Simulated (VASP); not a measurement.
# CuAu (P4/mmm) in VASP: single point with PBE+U

Aim: the single point of CuAu with PBE+U.

All numbers are computed with VASP 6.6.1; they aren't measurements. Logs are shortened: lines on timing, memory, paths and dates and some standing lists are left out, and cuts for length are marked.

## Step 1: The cell of the first run

Symmetry: P4/mmm, No. 123, tetragonal system. The conventional cell has a = 2.800 Å, b = 2.800 Å, c = 3.670 Å, α = 90.00°, β = 90.00°, γ = 90.00°. Cu (site symmetry 4/mmm) has 8 Au at 2.70 Å and 4 Cu at 2.80 Å within 3.6 Å. Within 3.6 Å of Au (site symmetry 4/mmm) lie 8 Cu at 2.70 Å and 4 Au at 2.80 Å.

## Step 2: Single point, PBE+U, collinear spin, ferromagnetic start

INCAR reads:

```
SYSTEM = CuAu
ALGO = Normal ; EDIFF = 1E-6
ENCUT = 520 ; GGA = PE
ISIF = 2 ; ISMEAR = 0
ISPIN = 2 ; LASPH = .True.
LCHARG = .False. ; LDAU = .True.
LDAUJ = 0.69 0 ; LDAUL = 2 -1
LDAUPRINT = 1 ; LDAUTYPE = 1
LDAUU = 4.3 0 ; LMAXMIX = 4
LORBIT = 11 ; LREAL = .False.
LWAVE = .False. ; MAGMOM = -5 0
NBANDS = 22 ; NELM = 150
PREC = Accurate ; SIGMA = 0.06802846561497
```

KPOINTS reads:

```
k-points
0
Gamma
  3 3 2
  0 0 0
```

POSCAR reads:

```
CuAu
1.0
    2.8000000000      0.0000000000      0.0000000000
    0.0000000000      2.8000000000      0.0000000000
    0.0000000000      0.0000000000      3.6700000000
Cu Au
1 1
Direct
    0.5000000000      0.5000000000      0.5000000000
    0.0000000000      0.0000000000      0.0000000000
```

Potentials or basis: VASP PAW PBE potentials, release 64 (Cu, Au).

Command:

```bash
$ cat potpaw_PBE.64/Cu/POTCAR potpaw_PBE.64/Au/POTCAR > POTCAR
$ mpirun -np 1 vasp_std > vasp.out
```

OUTCAR:

```text
SYSTEM = CuAu
   EDIFF = 1E-6
   ENCUT = 520
   GGA = PE
   ISIF = 2
   ISMEAR = 0
   ISPIN = 2
   LASPH = .True.
   LORBIT = 11
   LREAL = .False.
   NELM = 150
   PREC = Accurate

 ion  position               nearest neighbor table
   1  0.500  0.500  0.500-   2 2.70   2 2.70   2 2.70   2 2.70   2 2.70   2 2.70   2 2.70   2 2.70

   2  0.000  0.000  0.000-   1 2.70   1 2.70   1 2.70   1 2.70   1 2.70   1 2.70   1 2.70   1 2.70

  LATTYP: Found a simple tetragonal cell.
 ALAT       =     2.8000000000
 C/A-ratio  =     1.3107142857

  Lattice vectors:

 A1 = (   2.8000000000,   0.0000000000,   0.0000000000)
 A2 = (   0.0000000000,   2.8000000000,   0.0000000000)
 A3 = (   0.0000000000,   0.0000000000,   3.6700000000)

Analysis of symmetry for initial positions (statically):
=====================================================================
 Subroutine PRICEL returns:
 Original cell was already a primitive cell.

 Routine SETGRP: Setting up the symmetry group for a
 simple tetragonal supercell.

 Subroutine GETGRP returns: Found 16 space group operations
 (whereof 16 operations were pure point group operations)
 out of a pool of 16 trial point group operations.

The static configuration has the point symmetry D_4h.

Analysis of symmetry for dynamics (positions and initial velocities):
=====================================================================
 Subroutine PRICEL returns:
 Original cell was already a primitive cell.

 Routine SETGRP: Setting up the symmetry group for a
 simple tetragonal supercell.

 Subroutine GETGRP returns: Found 16 space group operations
 (whereof 16 operations were pure point group operations)
 out of a pool of 16 trial point group operations.

The dynamic configuration has the point symmetry D_4h.

Analysis of structural, dynamic, and magnetic symmetry:
=====================================================================
 Subroutine PRICEL returns:
 Original cell was already a primitive cell.

 Routine SETGRP: Setting up the symmetry group for a
 simple tetragonal supercell.

 Subroutine GETGRP returns: Found 16 space group operations
 (whereof 16 operations were pure point group operations)
 out of a pool of 16 trial point group operations.

The overall configuration has the point symmetry D_4h.

 Subroutine INISYM returns: Found 16 space group operations
 (whereof 16 operations are pure point group operations),
 and found     1 'primitive' translations

----------------------------------------------------------------------------------------

                                     Primitive cell

  volume of cell :      28.7728

  direct lattice vectors                    reciprocal lattice vectors
     2.800000000  0.000000000  0.000000000     0.357142857  0.000000000  0.000000000
     0.000000000  2.800000000  0.000000000     0.000000000  0.357142857  0.000000000
     0.000000000  0.000000000  3.670000000     0.000000000  0.000000000  0.272479564

  length of vectors
     2.800000000  2.800000000  3.670000000     0.357142857  0.357142857  0.272479564

  position of ions in fractional coordinates (direct lattice)
     0.500000000  0.500000000  0.500000000
     0.000000000  0.000000000  0.000000000

  ion indices of the primitive-cell ions
   primitive index   ion index
                 1           1
                 2           2

----------------------------------------------------------------------------------------

 KPOINTS: k-points

Automatic generation of k-mesh.
 Grid dimensions read from file:
 generate k-points for:    3    3    2
[... 53 lines left out ...]
   POTIM  = 0.5000    time-step for ionic-motion
   TEBEG  =    0.0;   TEEND  =   0.0 temperature during run
   PSTRESS=    0.0 pullay stress
   NELECT =      22.0000    total number of electrons
   NUPDOWN=      -1.0000    fix difference up-down
   EMIN   =  10.00;   EMAX   =-10.00  energy-range for DOS
   EFERMI =   0.00;   METHOD = LEGACY
   ISMEAR =     0;   SIGMA  =   0.07  broadening in eV -4-tet -1-fermi 0-gaus
   EFERMI_NEDOS =   21; number of points for ismear=-14 and -15
   IALGO  =     38    algorithm
   IMIX   =      4    mixing-type and parameters
     AMIX     =   0.40;   BMIX     =  1.00
     AMIX_MAG =   1.60;   BMIX_MAG =  1.00
  volume/ion in A,a.u.               =      14.39        97.08
  Fermi-wavevector in a.u.,A,eV,Ry     =   1.497000  2.828919 30.490762  2.241008
  Thomas-Fermi vector in A             =   2.608944
   LORBIT       =     11    0 simple, 1 ext, 2 COOP (PROOUT), +10 PAW based schemes
 LDA+U is selected, type is set to LDAUTYPE =  1
   angular momentum for each species LDAUL =     2   -1
   U (eV)           for each species LDAUU =   4.3  0.0
   J (eV)           for each species LDAUJ =   0.7  0.0
   GGA     = PE    functional components
   LHFCALC =     F    Hartree Fock is set to
   AEXX    =    0.0000 exact exchange contribution
   IVDW    =     0    specifies the selected vdW correction
   LEPSILON=     F    determine dielectric tensor
   LRPA    =     F    only Hartree local field effects (RPA)
 spin polarized calculation
 Gauss-broadening in eV      SIGMA  =   0.07
  energy-cutoff  :      520.00
  volume of cell :       28.77
 maximum number of plane-waves:       784
 NGX is ok and might be reduce to    24
   NGX = 11   NGY = 11   NGZ = 13

atom =   1  type =  1  l = 2

 onsite density matrix

spin component  1

  0.9364 -0.0000  0.0000  0.0000  0.0000
 -0.0000  0.9249  0.0000  0.0000 -0.0000
  0.0000  0.0000  0.9411  0.0000  0.0000
  0.0000  0.0000  0.0000  0.9249  0.0000
  0.0000 -0.0000  0.0000  0.0000  0.9376

spin component  2

  0.9353 -0.0000  0.0000 -0.0000  0.0000
 -0.0000  0.9245 -0.0000  0.0000  0.0000
  0.0000 -0.0000  0.9548  0.0000  0.0000
 -0.0000  0.0000  0.0000  0.9245  0.0000
  0.0000  0.0000  0.0000  0.0000  0.9414

 occupancies and eigenvectors

  o =  0.9245  v =  0.0000  0.0000  0.0000  0.0000  0.0000  0.0000  0.5371  0.0000 -0.8435 -0.0000      0.0000  0.0000  0.0000  0.0000  0.0000  0.0000  0.0000  0.0000  0.0000  0.0000
  o =  0.9245  v =  0.0000  0.0000  0.0000  0.0000  0.0000  0.0000  0.8435 -0.0000  0.5371 -0.0000      0.0000  0.0000  0.0000  0.0000  0.0000  0.0000  0.0000  0.0000  0.0000  0.0000
  o =  0.9249  v =  0.0000 -0.3117  0.0000 -0.9502  0.0000  0.0000  0.0000  0.0000  0.0000  0.0000      0.0000  0.0000  0.0000  0.0000  0.0000  0.0000  0.0000  0.0000  0.0000  0.0000
  o =  0.9249  v =  0.0000  0.9502  0.0000 -0.3117  0.0000  0.0000  0.0000  0.0000  0.0000  0.0000      0.0000  0.0000  0.0000  0.0000  0.0000  0.0000  0.0000  0.0000  0.0000  0.0000
  o =  0.9353  v =  0.0000  0.0000  0.0000  0.0000  0.0000  1.0000  0.0000  0.0000  0.0000  0.0000      0.0000  0.0000  0.0000  0.0000  0.0000  0.0000  0.0000  0.0000  0.0000  0.0000
  o =  0.9364  v =  1.0000  0.0000  0.0000  0.0000  0.0000  0.0000  0.0000  0.0000  0.0000  0.0000      0.0000  0.0000  0.0000  0.0000  0.0000  0.0000  0.0000  0.0000  0.0000  0.0000
  o =  0.9376  v =  0.0000  0.0000 -0.0000 -0.0000 -1.0000  0.0000  0.0000  0.0000  0.0000  0.0000      0.0000  0.0000  0.0000  0.0000  0.0000  0.0000  0.0000  0.0000  0.0000  0.0000
  o =  0.9411  v =  0.0000  0.0000 -1.0000 -0.0000  0.0000  0.0000  0.0000  0.0000  0.0000  0.0000      0.0000  0.0000  0.0000  0.0000  0.0000  0.0000  0.0000  0.0000  0.0000  0.0000
  o =  0.9414  v =  0.0000  0.0000  0.0000  0.0000  0.0000  0.0000 -0.0000  0.0000 -0.0000 -1.0000      0.0000  0.0000  0.0000  0.0000  0.0000  0.0000  0.0000  0.0000  0.0000  0.0000
  o =  0.9548  v =  0.0000  0.0000  0.0000  0.0000  0.0000  0.0000  0.0000  1.0000  0.0000  0.0000      0.0000  0.0000  0.0000  0.0000  0.0000  0.0000  0.0000  0.0000  0.0000  0.0000

 number of electron      22.0000009 magnetization      -0.0916097

 Free energy of the ion-electron system (eV)
  ---------------------------------------------------
  ext. energy  EPLUGINS =         0.00000000
  ---------------------------------------------------
  free energy    TOTEN  =        -6.23981714 eV

  energy without entropy =       -6.23458161  energy(sigma->0) =       -6.23719937

 E-fermi :   7.3306     XC(G=0): -12.7001

 val. band max:        7.3252342065   @ k =   0.3333   0.0000   0.5000
 cond. band min:       9.2839159890   @ k =   0.3333   0.3333   0.5000
 fundamental gap:      1.9586817825
 Fermi energy:         7.3305638408

 spin component 1

 k-point     1 :       0.0000    0.0000    0.0000
  band No.  band energies     occupation
      1      -0.9467      1.00000
      2       2.0888      1.00000
      3       2.1977      1.00000
      4       4.4472      1.00000
      5       4.4472      1.00000
      6       5.1349      1.00000
[... 139 lines left out ...]
     21      33.3680      0.00000
     22      35.7412      0.00000
 Fermi energy:         7.3305638408

 spin component 2

 k-point     1 :       0.0000    0.0000    0.0000
  band No.  band energies     occupation
      1      -0.9887      1.00000
      2       2.0757      1.00000
      3       2.1496      1.00000
      4       4.4282      1.00000
      5       4.4282      1.00000
      6       5.0952      1.00000
[... 139 lines left out ...]
     21      33.3290      0.00000
     22      35.6810      0.00000

------------------------ aborting loop because EDIFF is reached ----------------------------------------

  FORCE on cell =-STRESS in cart. coord.  units (eV):
  Direction    XX          YY          ZZ          XY          YZ          ZX
  --------------------------------------------------------------------------------------
  -------------------------------------------------------------------------------------
  Total        0.5601300      0.5601300      0.9563951      0.0000000      0.0000000     -0.0000000
  in kB       31.1901402     31.1901402     53.2556611      0.0000000      0.0000000     -0.0000000
  external PRESSURE =      38.5453139 kB  Pullay stress =       0.0000000 kB

 VOLUME and BASIS-vectors are now :
 -----------------------------------------------------------------------------
  energy-cutoff  :      520.00
  volume of cell :       28.77
      direct lattice vectors                 reciprocal lattice vectors
     2.800000000  0.000000000  0.000000000     0.357142857  0.000000000  0.000000000
     0.000000000  2.800000000  0.000000000     0.000000000  0.357142857  0.000000000
     0.000000000  0.000000000  3.670000000     0.000000000  0.000000000  0.272479564

 POSITION                                       TOTAL-FORCE (eV/Angst)
 -----------------------------------------------------------------------------------
      1.40000      1.40000      1.83500         0.000000      0.000000      0.000000
      0.00000      0.00000      0.00000         0.000000      0.000000      0.000000
 -----------------------------------------------------------------------------------
    total drift:                                0.000000      0.000000     -0.000000

  FREE ENERGIE OF THE ION-ELECTRON SYSTEM (eV)
  ---------------------------------------------------
  free  energy   TOTEN  =        -6.2398171377 eV

  energy  without entropy=       -6.2345816072  energy(sigma->0) =       -6.23719937

 total charge

# of ion       s       p       d       tot
------------------------------------------
    1        0.365   0.312   9.324  10.001
    2        0.604   0.421   8.729   9.754
--------------------------------------------------
tot          0.969   0.733  18.054  19.756

 magnetization (x)

# of ion       s       p       d       tot
------------------------------------------
    1       -0.007  -0.011  -0.015  -0.034
    2        0.000  -0.012  -0.016  -0.028
--------------------------------------------------
tot         -0.007  -0.023  -0.032  -0.062
```

Wall time 16 s (1 thread of Intel Xeon Platinum 8488C (Sapphire Rapids), shared host); peak memory 0.15 GiB.

Results:

```yaml
Free_energy: -6.2398 eV
Pressure: 3.9 GPa
Net_moment: -0.09 μB per cell
Site_moments: Cu -0.03; Au -0.03 μB
Valence_electrons_inside_the_program's_atomic_spheres: Cu 10.00; Au 9.75
```

Stress tensor (GPa, compression positive):
```
3.12 0.00 0.00
0.00 3.12 0.00
0.00 0.00 5.33
```

Levels at points of the mesh, in eV from the Fermi level:
Spin up:
| k point | band 8 | band 9 | band 10 | band 11 | band 12 | band 13 | band 14 | band 15 |
| --- | --- | --- | --- | --- | --- | --- | --- | --- |
| (0.00, 0.00, 0.00) | -1.41 | -0.78 | -0.56 | -0.56 | 3.72 | 9.69 | 11.71 | 11.71 |
| (0.00, 0.00, 0.50) | -1.76 | -1.76 | -1.71 | -1.45 | -1.23 | 15.60 | 16.05 | 16.05 |
Spin down:
| k point | band 7 | band 8 | band 9 | band 10 | band 11 | band 12 | band 13 | band 14 | band 15 | band 16 |
| --- | --- | --- | --- | --- | --- | --- | --- | --- | --- | --- |
| (0.00, 0.00, 0.00) | -1.88 | -1.49 | -0.79 | -0.57 | -0.57 | 3.68 | 9.64 | 11.66 | 11.66 | 17.88 |
| (0.00, 0.00, 0.50) | -2.18 | -1.81 | -1.76 | -1.76 | -1.46 | -1.24 | 15.53 | 16.03 | 16.03 | 16.48 |

Eigenvalues of the final occupation matrices:
```tsv
site	spin	trace	eigenvalues
site 1 d	1	4.66	0.92 0.92 0.94 0.94 0.94
site 1 d	2	4.68	0.92 0.92 0.94 0.94 0.95
```

Caveat: the k points lie up to 0.86 Å⁻¹ apart; spin-orbit coupling is left out, which moves the levels of the heavy elements; the U is typed as a test and isn't derived for this compound.
